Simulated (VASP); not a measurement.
# KF (P6_3mc) in VASP: a series of runs

KF is run at these levels: PBEsol; tasks: single point, relaxation of cell and atoms.

All numbers are computed with VASP 6.6.1; they aren't measurements. Logs are shortened: lines on timing, memory, paths and dates and some standing lists are left out, and cuts for length are marked.

## 1. The cell of the first run

The structure is hexagonal, space group P6_3mc (No. 186). The conventional cell has a = 4.177 Å, b = 4.177 Å, c = 13.200 Å, α = 90.00°, β = 90.00°, γ = 120.00°. K (site symmetry 3m) has 4 F at 2.53 to 2.54 Å within 3.3 Å. K (site symmetry 3m) has 4 F at 2.52 to 2.53 Å within 3.3 Å. Within 3.3 Å of F (site symmetry 3m) lie 4 K at 2.53 to 2.54 Å. Within 3.3 Å of F (site symmetry 3m) lie 4 K at 2.52 to 2.53 Å.

## 2. Single point, PBEsol

The input, INCAR:

```
SYSTEM = KF
PREC = Accurate
ENCUT = 520
EDIFF = 1E-6
ISMEAR = -1
SIGMA = 0.03
LREAL = .False.
LASPH = .True.
NELM = 100
ALGO = Normal
ISIF = 2
LWAVE = .False.
LCHARG = .False.
GGA = PS
NBANDS = 42
```

The input, KPOINTS:

```
regular mesh
0
Gamma
  6 6 2
  0 0 0
```

The input, POSCAR:

```
KF
1.0
    4.1771251650      0.0000000000      0.0000000000
   -2.0885625825      3.6174965077      0.0000000000
    0.0000000000      0.0000000000     13.1998457613
K F
4 4
Direct
    0.0000000000      0.0000000000     -0.0026094831
    0.3333333333      0.6666666667      0.2481116796
    0.0000000000      0.0000000000      0.4973905169
    0.6666666667      0.3333333333      0.7481116796
    0.0000000000      0.0000000000      0.1901486322
    0.3333333333      0.6666666667      0.4393491713
    0.0000000000      0.0000000000      0.6901486322
    0.6666666667      0.3333333333      0.9393491713
```

Potentials or basis: VASP PAW PBE potentials, release 64 (K_sv, F).

Started as:

```bash
cat potpaw_PBE.64/K_sv/POTCAR potpaw_PBE.64/F/POTCAR > POTCAR
mpirun -np 1 vasp_std > vasp.out
```

OUTCAR:

```text
SYSTEM = KF
   PREC = Accurate
   ENCUT = 520
   EDIFF = 1E-6
   ISMEAR = -1
   LREAL = .False.
   LASPH = .True.
   NELM = 100
   ISIF = 2
   GGA = PS

 ion  position               nearest neighbor table
   1  0.000  0.000  0.997-   8 2.53   8 2.53   8 2.53   5 2.54
   2  0.333  0.667  0.248-   6 2.52   5 2.53   5 2.53   5 2.53
   3  0.000  0.000  0.497-   6 2.53   6 2.53   6 2.53   7 2.54
   4  0.667  0.333  0.748-   8 2.52   7 2.53   7 2.53   7 2.53
   5  0.000  0.000  0.190-   2 2.53   2 2.53   2 2.53   1 2.54
   6  0.333  0.667  0.439-   2 2.52   3 2.53   3 2.53   3 2.53
   7  0.000  0.000  0.690-   4 2.53   4 2.53   4 2.53   3 2.54
   8  0.667  0.333  0.939-   4 2.52   1 2.53   1 2.53   1 2.53

  LATTYP: Found a hexagonal cell.
 ALAT       =     4.1771251650
 C/A-ratio  =     3.1600311793

  Lattice vectors:

 A1 = (   4.1771251650,   0.0000000000,   0.0000000000)
 A2 = (  -2.0885625825,   3.6174965077,   0.0000000000)
 A3 = (   0.0000000000,   0.0000000000,  13.1998457613)

Analysis of symmetry for initial positions (statically):
=====================================================================
 Subroutine PRICEL returns:
 Original cell was already a primitive cell.

 Routine SETGRP: Setting up the symmetry group for a
 hexagonal supercell.

 Subroutine GETGRP returns: Found 12 space group operations
 (whereof  6 operations were pure point group operations)
 out of a pool of 24 trial point group operations.

The static configuration has the point symmetry C_3v.
 The point group associated with its full space group is C_6v.

Analysis of symmetry for dynamics (positions and initial velocities):
=====================================================================
 Subroutine PRICEL returns:
 Original cell was already a primitive cell.

 Routine SETGRP: Setting up the symmetry group for a
 hexagonal supercell.

 Subroutine GETGRP returns: Found 12 space group operations
 (whereof  6 operations were pure point group operations)
 out of a pool of 24 trial point group operations.

The dynamic configuration has the point symmetry C_3v.
 The point group associated with its full space group is C_6v.

 Subroutine INISYM returns: Found 12 space group operations
 (whereof  6 operations are pure point group operations),
 and found     1 'primitive' translations

----------------------------------------------------------------------------------------

                                     Primitive cell

  volume of cell :     199.4594

  direct lattice vectors                    reciprocal lattice vectors
     4.177125165  0.000000000  0.000000000     0.239399099  0.138217134  0.000000000
    -2.088562582  3.617496508  0.000000000     0.000000000  0.276434268  0.000000000
     0.000000000  0.000000000 13.199845761     0.000000000  0.000000000  0.075758461

  length of vectors
     4.177125165  4.177125165 13.199845761     0.276434268  0.276434268  0.075758461

  position of ions in fractional coordinates (direct lattice)
     0.000000000  0.000000000  0.997390517
     0.333333333  0.666666667  0.248111680
     0.000000000  0.000000000  0.497390517
     0.666666667  0.333333333  0.748111680
     0.000000000  0.000000000  0.190148632
     0.333333333  0.666666667  0.439349171
     0.000000000  0.000000000  0.690148632
     0.666666667  0.333333333  0.939349171

  ion indices of the primitive-cell ions
   primitive index   ion index
                 1           1
                 2           2
                 3           3
                 4           4
                 5           5
                 6           6
                 7           7
                 8           8

----------------------------------------------------------------------------------------

 KPOINTS: regular mesh

Automatic generation of k-mesh.
 Grid dimensions read from file:
 generate k-points for:    6    6    2

 Generating k-lattice:

  Cartesian coordinates                     Fractional coordinates (reciprocal lattice)
     0.039899850  0.023036189  0.000000000     0.166666667  0.000000000  0.000000000
     0.000000000  0.046072378  0.000000000     0.000000000  0.166666667  0.000000000
     0.000000000  0.000000000  0.037879230     0.000000000  0.000000000  0.500000000

  Length of vectors
     0.046072378  0.046072378  0.037879230

  Shift w.r.t. Gamma in fractional coordinates (k-lattice)
     0.000000000  0.000000000  0.000000000

 Subroutine IBZKPT returns following result:
 ===========================================

 Found     14 irreducible k-points:

 Following reciprocal coordinates:
            Coordinates               Weight
  0.000000  0.000000  0.000000      1.000000
  0.166667 -0.000000  0.000000      6.000000
  0.333333 -0.000000  0.000000      6.000000
  0.500000  0.000000  0.000000      3.000000
  0.166667  0.166667  0.000000      6.000000
  0.333333  0.166667  0.000000     12.000000
  0.333333  0.333333  0.000000      2.000000
  0.000000  0.000000  0.500000      1.000000
  0.166667 -0.000000  0.500000      6.000000
  0.333333 -0.000000  0.500000      6.000000
  0.500000  0.000000  0.500000      3.000000
  0.166667  0.166667  0.500000      6.000000
  0.333333  0.166667  0.500000     12.000000
  0.333333  0.333333  0.500000      2.000000
   k-points           NKPTS =     14   k-points in BZ     NKDIM =     14   number of bands    NBANDS=     42
   number of dos      NEDOS =    301   number of ions     NIONS =      8
   total plane-waves  NPLWV = 100352
   dimension x,y,z NGX =    32 NGY =   32 NGZ =   98
   dimension x,y,z NGXF=    64 NGYF=   64 NGZF=  196
   ions per type =               4   4
   NGX,Y,Z   is equivalent  to a cutoff of  12.74, 12.74, 12.34 a.u.
   NGXF,Y,Z  is equivalent  to a cutoff of  25.47, 25.47, 24.69 a.u.
 SYSTEM =  KF
   PREC   = accura    normal or accurate (medium, high low for compatibility)
   ISTART =      0    job   : 0-new  1-cont  2-samecut
   ICHARG =      2    charge: 1-file 2-atom 10-const
   ISPIN  =      1    spin polarized calculation?
   LNONCOLLINEAR =      F non collinear calculations
   LSORBIT =      F    spin-orbit coupling
   LASPH  =      T    aspherical Exc in radial PAW
   ENCUT  =  520.0 eV  38.22 Ry    6.18 a.u.   7.77  7.77 24.54*2*pi/ulx,y,z
   NELM   =    100;   NELMIN=  2; NELMDL= -5     # of ELM steps
   EDIFF  = 0.1E-05   stopping-criterion for ELM
   LREAL  =      F    real-space projection
   EDIFFG = 0.1E-04   stopping-criterion for IOM
   NSW    =      0    number of steps for IOM
   IBRION =     -1    ionic relax: 0-MD 1-quasi-New 2-CG
   NFREE  =      0    steps in history (QN), initial steepest desc. (CG)
   ISIF   =      2    stress and relaxation
   ISYM   =      2    0-nonsym 1-usesym 2-fastsym
   POTIM  = 0.5000    time-step for ionic-motion
   TEBEG  =    0.0;   TEEND  =   0.0 temperature during run
   PSTRESS=    0.0 pullay stress
   NELECT =      64.0000    total number of electrons
   NUPDOWN=      -1.0000    fix difference up-down
   EMIN   =  10.00;   EMAX   =-10.00  energy-range for DOS
   EFERMI =   0.00;   METHOD = LEGACY
   ISMEAR =    -1;   SIGMA  =   0.03  broadening in eV -4-tet -1-fermi 0-gaus
   EFERMI_NEDOS =   21; number of points for ismear=-14 and -15
   IALGO  =     38    algorithm
   IMIX   =      4    mixing-type and parameters
     AMIX     =   0.40;   BMIX     =  1.00
     AMIX_MAG =   1.60;   BMIX_MAG =  1.00
  volume/ion in A,a.u.               =      24.93       168.25
  Fermi-wavevector in a.u.,A,eV,Ry     =   1.120770  2.117949 17.090637  1.256126
  Thomas-Fermi vector in A             =   2.257419
   LORBIT       =      0    0 simple, 1 ext, 2 COOP (PROOUT), +10 PAW based schemes
   GGA     = PS    functional components
   LHFCALC =     F    Hartree Fock is set to
   AEXX    =    0.0000 exact exchange contribution
   IVDW    =     0    specifies the selected vdW correction
   LEPSILON=     F    determine dielectric tensor
   LRPA    =     F    only Hartree local field effects (RPA)
 non-spin polarized calculation
  energy-cutoff  :      520.00
  volume of cell :      199.46
 maximum number of plane-waves:      5406
 NGX is ok and might be reduce to    32
   NGX = 15   NGY = 15   NGZ = 49

 number of electron      63.9999986 magnetization

 Free energy of the ion-electron system (eV)
  ---------------------------------------------------
  ext. energy  EPLUGINS =         0.00000000
  ---------------------------------------------------
  free energy    TOTEN  =       -33.32841813 eV

  energy without entropy =      -33.32841813  energy(sigma->0) =      -33.32841813

 E-fermi :  -2.8733     XC(G=0):  -7.1286

 val. band max:       -3.6996154302   @ k =   0.5000   0.0000   0.0000
 cond. band min:       1.5645345904   @ k =   0.0000   0.0000   0.0000
 fundamental gap:      5.2641500206
 Fermi energy:        -2.8732576106

 k-point     1 :       0.0000    0.0000    0.0000
  band No.  band energies     occupation
      1     -29.6879      2.00000
      2     -29.6704      2.00000
      3     -29.6533      2.00000
      4     -29.6356      2.00000
      5     -22.1870      2.00000
      6     -22.1516      2.00000
[... 34 lines left out ...]
     41       7.3890      0.00000
     42       7.3922      0.00000

 k-point     2 :       0.1667   -0.0000    0.0000
  band No.  band energies     occupation
      1     -29.6781      2.00000
      2     -29.6632      2.00000
      3     -29.6462      2.00000
      4     -29.6313      2.00000
      5     -22.1979      2.00000
      6     -22.1671      2.00000
[... 34 lines left out ...]
     41       7.1555      0.00000
     42       7.5517      0.00000

 k-point     3 :       0.3333   -0.0000    0.0000
  band No.  band energies     occupation
      1     -29.6570      2.00000
      2     -29.6489      2.00000
      3     -29.6319      2.00000
      4     -29.6238      2.00000
      5     -22.2166      2.00000
      6     -22.1983      2.00000
[... 447 lines left out ...]
      4     -29.6229      2.00000
      5     -22.2193      2.00000
      6     -22.2193      2.00000
[... 34 lines left out ...]
     41       7.1153      0.00000
     42       7.1262      0.00000

 k-point    14 :       0.3333    0.3333    0.5000
  band No.  band energies     occupation
      1     -29.6382      2.00000
      2     -29.6382      2.00000
      3     -29.6211      2.00000
      4     -29.6211      2.00000
      5     -22.2213      2.00000
      6     -22.2213      2.00000
[... 34 lines left out ...]
     41       7.1852      0.00000
     42       7.1853      0.00000

------------------------ aborting loop because EDIFF is reached ----------------------------------------

  FORCE on cell =-STRESS in cart. coord.  units (eV):
  Direction    XX          YY          ZZ          XY          YZ          ZX
  --------------------------------------------------------------------------------------
  -------------------------------------------------------------------------------------
  Total        0.0766806      0.0766806      0.0143988      0.0000000      0.0000000      0.0000000
  in kB        0.6159449      0.6159449      0.1156598      0.0000000      0.0000000      0.0000000
  external PRESSURE =       0.4491832 kB  Pullay stress =       0.0000000 kB

 VOLUME and BASIS-vectors are now :
 -----------------------------------------------------------------------------
  energy-cutoff  :      520.00
  volume of cell :      199.46
      direct lattice vectors                 reciprocal lattice vectors
     4.177125165  0.000000000  0.000000000     0.239399099  0.138217134  0.000000000
    -2.088562582  3.617496508  0.000000000     0.000000000  0.276434268  0.000000000
     0.000000000  0.000000000 13.199845761     0.000000000  0.000000000  0.075758461

 POSITION                                       TOTAL-FORCE (eV/Angst)
 -----------------------------------------------------------------------------------
      0.00000      0.00000     13.16540        -0.000000     -0.000000     -0.000828
     -0.00000      2.41166      3.27504         0.000000     -0.000000     -0.001824
      0.00000      0.00000      6.56548         0.000000     -0.000000     -0.000828
      2.08856      1.20583      9.87496        -0.000000      0.000000     -0.001824
      0.00000      0.00000      2.50993        -0.000000     -0.000000      0.001325
     -0.00000      2.41166      5.79934         0.000000     -0.000000      0.001328
      0.00000      0.00000      9.10986        -0.000000      0.000000      0.001325
      2.08856      1.20583     12.39926        -0.000000      0.000000      0.001328
 -----------------------------------------------------------------------------------
    total drift:                                0.000000      0.000000      0.001400

  FREE ENERGIE OF THE ION-ELECTRON SYSTEM (eV)
  ---------------------------------------------------
  free  energy   TOTEN  =       -33.3284181286 eV

  energy  without entropy=      -33.3284181286  energy(sigma->0) =      -33.32841813
```

Wall time 82 s (1 thread of Intel Xeon Platinum 8488C (Sapphire Rapids), shared host); peak memory 0.33 GiB.

What came out:

- Free energy: -33.3284 eV
- Pressure: 0.0 GPa
- Band gap on the k mesh: 5.26 eV, indirect (least direct gap 5.40 eV)

Levels at points of the mesh, in eV from the valence-band top:
| k point | band 30 | band 31 | band 32 | band 33 | band 34 | band 35 |
| --- | --- | --- | --- | --- | --- | --- |
| (0.00, 0.00, 0.00) | -0.18 | -0.14 | -0.14 | 5.26 | 6.43 | 6.47 |
| (0.50, 0.00, 0.00) | -0.05 | -0.02 | 0.00 | 7.94 | 7.97 | 8.23 |
| (0.00, 0.00, 0.50) | -0.15 | -0.15 | -0.15 | 5.60 | 5.60 | 7.53 |
| (0.50, 0.00, 0.50) | -0.04 | -0.02 | -0.02 | 7.98 | 7.98 | 8.24 |

Caveat: the PAW data sets were made with another functional, which shifts forces and pressure a little. As with any semilocal functional, this PBEsol gap is likely too small.

## 3. Relaxation of cell and atoms, PBEsol

This run uses another cell than the first one, of 19.12 Å³/atom, 0.767 times its volume.

The input, INCAR:

```
SYSTEM = KF
PREC = Accurate
ENCUT = 600
EDIFF = 1E-7
ISMEAR = -1
SIGMA = 0.03
LREAL = .False.
LASPH = .True.
NELM = 100
ALGO = Normal
ISIF = 3
LWAVE = .False.
LCHARG = .False.
GGA = PS
IBRION = 2
NSW = 100
EDIFFG = -0.01
```

KPOINTS is that of step 2.

The input, POSCAR:

```
KF
1.0
    3.7813589656      0.0000000000      0.0000000000
   -1.8906794828      3.2747529250      0.0000000000
    0.0000000000      0.0000000000     12.3499183816
K F
4 4
Direct
    0.0000000000      0.0000000000      0.0000000000
    0.3333333333      0.6666666667      0.2500000000
    0.0000000000      0.0000000000      0.5000000000
    0.6666666667      0.3333333333      0.7500000000
    0.0000000000      0.0000000000      0.1875000000
    0.3333333333      0.6666666667      0.4375000000
    0.0000000000      0.0000000000      0.6875000000
    0.6666666667      0.3333333333      0.9375000000
```

Potentials or basis: VASP PAW PBE potentials, release 64 (K_sv, F).

Started as:

```bash
cat potpaw_PBE.64/K_sv/POTCAR potpaw_PBE.64/F/POTCAR > POTCAR
mpirun -np 1 vasp_std > vasp.out
```

Wall time 11 min (1 thread of Intel Xeon Platinum 8488C (Sapphire Rapids), shared host); peak memory 0.33 GiB.

The run converged. Its results:

* Free energy: -33.2854 eV
* Relaxed volume: 24.87 Å³/atom
* Relaxed cell: a = 4.166 Å, b = 4.166 Å, c = 13.236 Å, α = 90.00°, β = 90.00°, γ = 120.00°
* Space group after relaxing (to 0.05 Å): P6_3mc (No. 186)
* Energy gained by relaxing: 169.0 meV/atom
* Ionic steps: 13
* Pressure after relaxing: 0.0 GPa
* Largest force after relaxing: 0.005 eV/Å
* Band gap on the k mesh: 5.27 eV, indirect (least direct gap 5.41 eV)

Forces on the atoms (eV/Å):
```
K    0.000  0.000  0.004
K    0.000  0.000  0.004
K    0.000  0.000  0.004
K    0.000  0.000  0.004
F    0.000  0.000 -0.005
F    0.000  0.000 -0.002
F    0.000  0.000 -0.005
F    0.000  0.000 -0.002
```

Step by step:
```csv
step,energy change (eV),largest force (eV/Å),pressure (GPa),volume (Å³)
1,0.0000,0.0366,11.77,152.93
2,-1.2686,0.0310,2.01,186.17
3,-1.2872,0.0281,-1.45,212.38
4,-1.3475,0.0294,-0.10,200.29
5,-1.3477,0.0295,0.03,199.26
6,-1.3481,0.0282,0.03,199.26
7,-1.3492,0.0257,0.03,199.26
8,-1.3501,0.0503,0.02,199.24
9,-1.3506,0.0416,0.01,199.33
10,-1.3514,0.0166,-0.04,199.62
11,-1.3515,0.0133,-0.05,199.72
12,-1.3517,0.0095,-0.02,199.41
13,-1.3518,0.0053,0.03,198.97
```

Final structure:
```
CELL_PARAMETERS angstrom
4.16630 0.00000 0.00000
-2.08315 3.60812 0.00000
0.00000 0.00000 13.23579
ATOMIC_POSITIONS crystal
K 0.00000 0.00000 0.99765
K 0.33333 0.66667 0.24832
K 0.00000 0.00000 0.49765
K 0.66667 0.33333 0.74832
F 0.00000 0.00000 0.18992
F 0.33333 0.66667 0.43910
F 0.00000 0.00000 0.68992
F 0.66667 0.33333 0.93910
```

Levels at points of the mesh, in eV from the valence-band top:
| k point | band 28 | band 29 | band 30 | band 31 | band 32 | band 33 | band 34 | band 35 | band 36 | band 37 |
| --- | --- | --- | --- | --- | --- | --- | --- | --- | --- | --- |
| (0.00, 0.00, 0.00) | -0.19 | -0.18 | -0.18 | -0.14 | -0.14 | 5.27 | 6.43 | 6.47 | 8.32 | 9.42 |
| (0.50, 0.00, 0.00) | -0.06 | -0.06 | -0.05 | -0.02 | 0.00 | 7.95 | 7.99 | 8.24 | 8.36 | 8.76 |
| (0.00, 0.00, 0.50) | -0.22 | -0.15 | -0.15 | -0.15 | -0.15 | 5.60 | 5.60 | 7.53 | 7.53 | 10.19 |
| (0.50, 0.00, 0.50) | -0.10 | -0.04 | -0.04 | -0.02 | -0.02 | 8.00 | 8.00 | 8.24 | 8.24 | 8.89 |

Caveat: the volume moved by over 15 % at a fixed basis, so the end points are rough; the PAW data sets were made with another functional, which shifts forces and pressure a little. A hybrid or GW would open this gap; PBEsol tends to underestimate it.
